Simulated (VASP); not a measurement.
# ZnO: single point with r2SCAN

ZnO:

```
Zn O
1.0
     0.00000    2.15488    2.15488
     2.15488    0.00000    2.15488
     2.15488    2.15488    0.00000
Zn O
1 1
Cartesian
  0.0000 0.0000 0.0000
  2.1549 2.1549 2.1549
```

This cell differs from its parent crystal: volume scaled by 1.03.

- Program: VASP 6.6.1
- Task: single point
- Functional: r2SCAN
- Potentials or basis: VASP PAW PBE potentials, release 64 (Zn, O)
- Cutoff: 520 eV
- k mesh: 12 × 12 × 12
- Occupations: gaussian, width 0.02 eV
- Spin: no spin polarisation
- Dipole correction: no
- Further INCAR settings: ALGO = Normal; EDIFF = 1e-06; NBANDS = 16

| Property | Result |
| --- | --- |
| Pressure | -3.9 GPa |
| Band gap on the k mesh | 1.40 eV, indirect (least direct gap 2.73 eV) |

Levels at points of the mesh, in eV from the valence-band top:
| k point | band 7 | band 8 | band 9 | band 10 | band 11 | band 12 |
| --- | --- | --- | --- | --- | --- | --- |
| (0.00, 0.00, 0.00) | -1.32 | -1.32 | -1.32 | 1.40 | 18.65 | 18.65 |
| (0.50, 0.00, 0.00) | -3.62 | 0.00 | 0.00 | 6.14 | 9.78 | 13.62 |
| (0.50, 0.50, 0.00) | -4.11 | -2.73 | -2.73 | 4.89 | 11.51 | 11.89 |

Run time: 53 s on 1 thread of Intel(R) Xeon(R) Platinum 8488C (Sapphire Rapids) (shared host), peak memory 0.16 GiB.

Caveat: the PAW data sets were made with another functional, which shifts forces and pressure a little. A k mesh can miss the band edges.
